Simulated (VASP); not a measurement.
# H9ClO4 in VASP: a series of runs

H9ClO4 is run at these levels: PBE; tasks: single point.

All numbers are computed with VASP 6.6.1; they aren't measurements. Logs are shortened: lines on timing, memory, paths and dates and some standing lists are left out, and cuts for length are marked.

### 1 The cell of the first run

The cell holds a disordered packing, 14 atoms: a = 5.730 Å, b = 5.730 Å, c = 5.730 Å, α = 90.00°, β = 90.00°, γ = 90.00°.

### 2 Single point, PBE

INCAR

```
  PREC = Accurate
  ENCUT = 520
  EDIFF = 1E-7
  ISMEAR = -1
  SIGMA = 0.05
  LREAL = F
  LASPH = T
  NELM = 60
  ALGO = Normal
  ISIF = 2
  LWAVE = F
  LCHARG = F
  GGA = PE
  NBANDS = 33
```

KPOINTS

```
Automatic mesh
0
Gamma
  1 1 1
```

POSCAR

```
H9ClO4
1.0
    5.7296700000      0.0000000000      0.0000000000
    0.0000000000      5.7296700000      0.0000000000
    0.0000000000      0.0000000000      5.7296700000
O H Cl
4 9 1
Direct
    0.7152554781      0.2502943139      0.6993740329
    0.1189892648      0.9955010359      0.0870823534
    0.3068660065      0.3996242992      0.4293872229
    0.4217405206      0.7605260935      0.7847522289
    0.8601766172      0.2149328185      0.7807828890
    0.6229648362      0.1079389209      0.7086148068
    0.2349880804      0.9134391882     -0.0126837641
    0.2062096534      1.0794143544      0.2079630275
    0.2017562560      0.4737539861      0.3157419141
    0.4656885269      0.4331632937      0.3758941755
    0.5508246294      0.6739604354      0.8551717773
    0.3601071054      0.6493122138      0.6688117333
    0.9501373474      0.7979495711      0.1571923870
    0.8327773778      0.5889158753      0.1614510156
```

Potentials or basis: VASP PAW PBE potentials, release 64 (O, H, Cl).

Launch:

```bash
cat potpaw_PBE.64/O/POTCAR potpaw_PBE.64/H/POTCAR potpaw_PBE.64/Cl/POTCAR > POTCAR
mpirun -np 1 vasp_gam > vasp.out
```

OUTCAR:

```text
PREC = Accurate
   ENCUT = 520
   EDIFF = 1E-7
   ISMEAR = -1
   LREAL = F
   LASPH = T
   NELM = 60
   ISIF = 2
   GGA = PE

 ion  position               nearest neighbor table
   1  0.715  0.250  0.699-   6 0.97   5 0.97
   2  0.119  0.996  0.087-   8 0.98   7 0.99
   3  0.307  0.400  0.429-  10 0.98   9 0.98
   4  0.422  0.761  0.785-  11 0.98  12 0.99
   5  0.860  0.215  0.781-   1 0.97
   6  0.623  0.108  0.709-   1 0.97
   7  0.235  0.913  0.987-   2 0.99
   8  0.206  0.079  0.208-   2 0.98
   9  0.202  0.474  0.316-   3 0.98
  10  0.466  0.433  0.376-   3 0.98
  11  0.551  0.674  0.855-   4 0.98
  12  0.360  0.649  0.669-   4 0.99
  13  0.950  0.798  0.157-  14 1.37
  14  0.833  0.589  0.161-  13 1.37

  LATTYP: Found a simple cubic cell.
 ALAT       =     5.7296700000

  Lattice vectors:

 A1 = (   5.7296700000,   0.0000000000,   0.0000000000)
 A2 = (   0.0000000000,   5.7296700000,   0.0000000000)
 A3 = (   0.0000000000,   0.0000000000,   5.7296700000)

Analysis of symmetry for initial positions (statically):
=====================================================================
 Subroutine PRICEL returns:
 Original cell was already a primitive cell.

 Routine SETGRP: Setting up the symmetry group for a
 simple cubic supercell.

 Subroutine GETGRP returns: Found  1 space group operations
 (whereof  1 operations were pure point group operations)
 out of a pool of 48 trial point group operations.

The static configuration has the point symmetry C_1 .

Analysis of symmetry for dynamics (positions and initial velocities):
=====================================================================
 Subroutine PRICEL returns:
 Original cell was already a primitive cell.

 Routine SETGRP: Setting up the symmetry group for a
 simple cubic supercell.

 Subroutine GETGRP returns: Found  1 space group operations
 (whereof  1 operations were pure point group operations)
 out of a pool of 48 trial point group operations.

The dynamic configuration has the point symmetry C_1 .

 Subroutine INISYM returns: Found  1 space group operations
 (whereof  1 operations are pure point group operations),
[... 104 lines left out ...]
   POTIM  = 0.5000    time-step for ionic-motion
   TEBEG  =    0.0;   TEEND  =   0.0 temperature during run
   PSTRESS=    0.0 pullay stress
   NELECT =      40.0000    total number of electrons
   NUPDOWN=      -1.0000    fix difference up-down
   EMIN   =  10.00;   EMAX   =-10.00  energy-range for DOS
   EFERMI =   0.00;   METHOD = LEGACY
   ISMEAR =    -1;   SIGMA  =   0.05  broadening in eV -4-tet -1-fermi 0-gaus
   EFERMI_NEDOS =   21; number of points for ismear=-14 and -15
   IALGO  =     38    algorithm
   IMIX   =      4    mixing-type and parameters
     AMIX     =   0.40;   BMIX     =  1.00
     AMIX_MAG =   1.60;   BMIX_MAG =  1.00
  volume/ion in A,a.u.               =      13.44        90.67
  Fermi-wavevector in a.u.,A,eV,Ry     =   0.977159  1.846563 12.991382  0.954840
  Thomas-Fermi vector in A             =   2.107834
   LORBIT       =      0    0 simple, 1 ext, 2 COOP (PROOUT), +10 PAW based schemes
   GGA     = PE    functional components
   LHFCALC =     F    Hartree Fock is set to
   AEXX    =    0.0000 exact exchange contribution
   IVDW    =     0    specifies the selected vdW correction
   LEPSILON=     F    determine dielectric tensor
   LRPA    =     F    only Hartree local field effects (RPA)
 non-spin polarized calculation
  energy-cutoff  :      520.00
  volume of cell :      188.10
 maximum number of plane-waves:      2521
 NGX is ok and might be reduce to    42
   NGX = 21   NGY = 21   NGZ = 21

 number of electron      39.9999997 magnetization

 Free energy of the ion-electron system (eV)
  ---------------------------------------------------
  ext. energy  EPLUGINS =         0.00000000
  ---------------------------------------------------
  free energy    TOTEN  =       -64.63508798 eV

  energy without entropy =      -64.63508798  energy(sigma->0) =      -64.63508798

 E-fermi :  -2.4805     XC(G=0):  -6.2635

 val. band max:       -3.6889242918   @ k =   0.0000   0.0000   0.0000
 cond. band min:       0.8500745500   @ k =   0.0000   0.0000   0.0000
 fundamental gap:      4.5389988418
 Fermi energy:        -2.4805300403

 k-point     1 :       0.0000    0.0000    0.0000
  band No.  band energies     occupation
      1     -22.8725      2.00000
      2     -22.5164      2.00000
      3     -22.2686      2.00000
      4     -21.7180      2.00000
      5     -17.4438      2.00000
      6     -10.6978      2.00000
[... 24 lines left out ...]
     31       7.4805      0.00000
     32       7.6236      0.00000
 [bands above 32 left out]

------------------------ aborting loop because EDIFF is reached ----------------------------------------

  FORCE on cell =-STRESS in cart. coord.  units (eV):
  Direction    XX          YY          ZZ          XY          YZ          ZX
  --------------------------------------------------------------------------------------
  -------------------------------------------------------------------------------------
  Total       -0.5119384     -0.8533446     -0.0034872     -0.0981061     -0.3546580      0.1103071
  in kB       -4.3605317     -7.2685234     -0.0297032     -0.8356368     -3.0208664      0.9395614
  external PRESSURE =      -3.8862528 kB  Pullay stress =       0.0000000 kB

 VOLUME and BASIS-vectors are now :
 -----------------------------------------------------------------------------
  energy-cutoff  :      520.00
  volume of cell :      188.10
      direct lattice vectors                 reciprocal lattice vectors
     5.729670000  0.000000000  0.000000000     0.174530121  0.000000000  0.000000000
     0.000000000  5.729670000  0.000000000     0.000000000  0.174530121  0.000000000
     0.000000000  0.000000000  5.729670000     0.000000000  0.000000000  0.174530121

 POSITION                                       TOTAL-FORCE (eV/Angst)
 -----------------------------------------------------------------------------------
      4.09818      1.43410      4.00718         0.023336      0.085656     -0.028343
      0.68177      5.70389      0.49895        -0.032135     -0.066154      0.102970
      1.75824      2.28972      2.46025        -0.019191      0.135903     -0.197449
      2.41643      4.35756      4.49637        -0.025853      0.058870      0.012019
      4.92853      1.23149      4.47363        -0.043936     -0.022178      0.033398
      3.56938      0.61845      4.06013        -0.056619     -0.151870      0.007759
      1.34640      5.23371      5.65700         0.084849     -0.085557     -0.170665
      1.18151      0.45502      1.19156        -0.110434      0.056607      0.044335
      1.15600      2.71445      1.80910        -0.033269     -0.065154      0.118474
      2.66824      2.48188      2.15375         0.025027     -0.090748      0.058178
      3.15604      3.86157      4.89985         0.108607     -0.024186      0.126305
      2.06329      3.72034      3.83207        -0.093691     -0.015562      0.023213
      5.44397      4.57199      0.90066         0.236217      0.155535     -0.170889
      4.77154      3.37429      0.92506        -0.062907      0.028840      0.040693
 -----------------------------------------------------------------------------------
    total drift:                                0.000210     -0.000298      0.000055

  FREE ENERGIE OF THE ION-ELECTRON SYSTEM (eV)
  ---------------------------------------------------
  free  energy   TOTEN  =       -64.6350879784 eV

  energy  without entropy=      -64.6350879783  energy(sigma->0) =      -64.63508798
```

Wall time 10 s (1 thread of AMD EPYC 9R45 (Zen 5), shared host); peak memory 0.26 GiB.

Results:

- Free energy: -64.6351 eV
- Pressure: -0.4 GPa
- Largest force: 0.330 eV/Å

Forces on the atoms (eV/Å):
```
O    0.023  0.086 -0.028
O   -0.032 -0.066  0.103
O   -0.019  0.136 -0.197
O   -0.026  0.059  0.012
H   -0.044 -0.022  0.033
H   -0.057 -0.152  0.008
H    0.085 -0.086 -0.171
H   -0.110  0.057  0.044
H   -0.033 -0.065  0.118
H    0.025 -0.091  0.058
H    0.109 -0.024  0.126
H   -0.094 -0.016  0.023
H    0.236  0.156 -0.171
Cl  -0.063  0.029  0.041
```

Caveat: the k points lie up to 1.10 Å⁻¹ apart.

### 3 Single point, PBE

INCAR

```
PREC = Accurate
ENCUT = 520
EDIFF = 1E-6
ISMEAR = -1
SIGMA = 0.05
LREAL = False
LASPH = True
NELM = 100
ALGO = Normal
ISIF = 2
LWAVE = False
LCHARG = False
GGA = PE
NBANDS = 33
```

KPOINTS

```
regular mesh
0
Gamma
  1 1 1
```

POSCAR

```
H9ClO4
1.0
    5.7296700000      0.0000000000      0.0000000000
    0.0000000000      5.7296700000      0.0000000000
    0.0000000000      0.0000000000      5.7296700000
O H Cl
4 9 1
Direct
    0.7765019626      0.3030890086      0.7232353696
    0.1486123983      0.9448362646      0.0814532076
    0.3336666859      0.4197623947      0.4108788115
    0.4095698356      0.7298849672      0.7789104783
    0.7739014638      0.2105705913      0.8636972112
    0.6400543138      0.2666820253      0.6334745282
    0.2695443193      0.8609396353     -0.0591482581
    0.2657395627      1.0633771229      0.1367443500
    0.1953166587      0.4772177106      0.3258302834
    0.4645642768      0.5009712601      0.3379252208
    0.5524750989      0.6655880705      0.8387219508
    0.3647505005      0.6265980414      0.6459883379
    0.9892018214      0.7937804446      0.1541799091
    0.8101513700      0.6023907136      0.1744952153
```

Potentials or basis: VASP PAW PBE potentials, release 64 (O, H, Cl).

Launch:

```bash
cat potpaw_PBE.64/O/POTCAR potpaw_PBE.64/H/POTCAR potpaw_PBE.64/Cl/POTCAR > POTCAR
mpirun -np 1 vasp_gam > vasp.out
```

Wall time 11 s (1 thread of AMD EPYC 9R45 (Zen 5), shared host); peak memory 0.26 GiB.

It converged, with:

```
Free energy   : -64.0495 eV
Pressure      : -1.1 GPa
Largest force : 3.195 eV/Å
```

Forces on the atoms (eV/Å):
```
O    0.554  0.612 -0.146
O    2.577 -0.150 -1.882
O   -0.257  0.219 -0.031
O   -0.605  0.494 -0.380
H   -0.045 -0.251  0.184
H   -0.588 -0.458 -0.222
H   -1.676  0.012  1.066
H   -1.445 -0.708  0.584
H   -0.044 -0.224  0.256
H    0.340  0.078 -0.306
H    0.884 -0.331  0.482
H   -0.312  0.068  0.286
H    0.092  0.101 -0.005
Cl   0.523  0.537  0.113
```

Stress tensor (GPa, compression positive):
```
-2.27 -0.34  1.31
-0.34 -1.15 -0.71
 1.31 -0.71  0.05
```

Levels at points of the mesh, in eV from the Fermi level:
```tsv
k point	band 16	band 17	band 18	band 19	band 20	band 21	band 22	band 23	band 24	band 25
(0.00, 0.00, 0.00)	-2.53	-2.33	-2.08	-2.01	-1.30	3.09	6.26	6.47	7.75	7.83
```

Caveat: the k points lie up to 1.10 Å⁻¹ apart.
